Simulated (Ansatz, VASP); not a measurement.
Two plane-wave programs on AlCo

Contents of INCAR:

```
SYSTEM = AlCo
  PREC = Accurate
  ENCUT = 520
  EDIFF = 1E-6
  ISMEAR = -1
  SIGMA = 0.08
  LREAL = .False.
  LASPH = .True.
  NELM = 60
  ALGO = Normal
  ISIF = 2
  LWAVE = .False.
  LCHARG = .True.
  GGA = PE
  LELF = .True.
  LVHAR = .True.
  NBANDS = 13
```

The input KPOINTS:

```
regular mesh
0
Gamma
  14 14 14
  0 0 0
```

File POSCAR:

```
AlCo
1.0
    2.3370139189      0.0000000000      0.0000000000
    0.0000000000      2.3370139189      0.0000000000
    0.0000000000      0.0000000000      2.3370139189
Co Al
1 1
Direct
    0.0000000000      0.0000000000      0.0000000000
    0.5000000000      0.5000000000      0.5000000000
```

Input for Ansatz:

```yaml
crystal:
  lattice:
    - [2.3370139189, 0.0, 0.0]
    - [0.0, 2.3370139189, 0.0]
    - [0.0, 0.0, 2.3370139189]
  atoms:
    - { symbol: Co, position: [0.0, 0.0, 0.0] }
    - { symbol: Al, position: [0.5, 0.5, 0.5] }
kpoints:
  mp_grid: { grid: [14, 14, 14] }
scf:
  occupations: { method: fermi_dirac, width: 0.08 }
hamiltonian:
  xc: pbe
  pseudopotentials: { kind: paw, partial_waves: polarizable }
output:
  forces: true
  stress: true
  eigenvalues: true
```

Change from the starting cell: volume scaled by 0.55, PAW files, partial_waves polarizable.

Alike in both runs: task single point; functional PBE; k mesh 14 × 14 × 14; occupations fermi-dirac, width 0.08 eV; no spin polarisation.

```csv
,VASP,Ansatz
version,VASP 6.6.1,Ansatz 0.2.0
potentials or method,"VASP PAW PBE potentials, release 64 (Co, Al)","PAW with Ansatz's default frozen-core files, scalar-relativistic"
plane-wave cutoff (eV),520,420
valence electrons in the cell,12,20
```

|  | VASP | Ansatz | Ansatz less VASP |
| --- | --- | --- | --- |
| pressure (GPa) | 378.5 | 373.6 | -4.86 |

Both programs put the cell under a high pressure, so it lies far from rest at this level. With one functional, cell and mesh, what is left measures potentials, basis and numerics. VASP's potentials hold 12 valence electrons a cell and Ansatz's 20, so a difference there can come from the potentials and not from the codes.

Noted on VASP's run: the cell as given lies far from equilibrium.
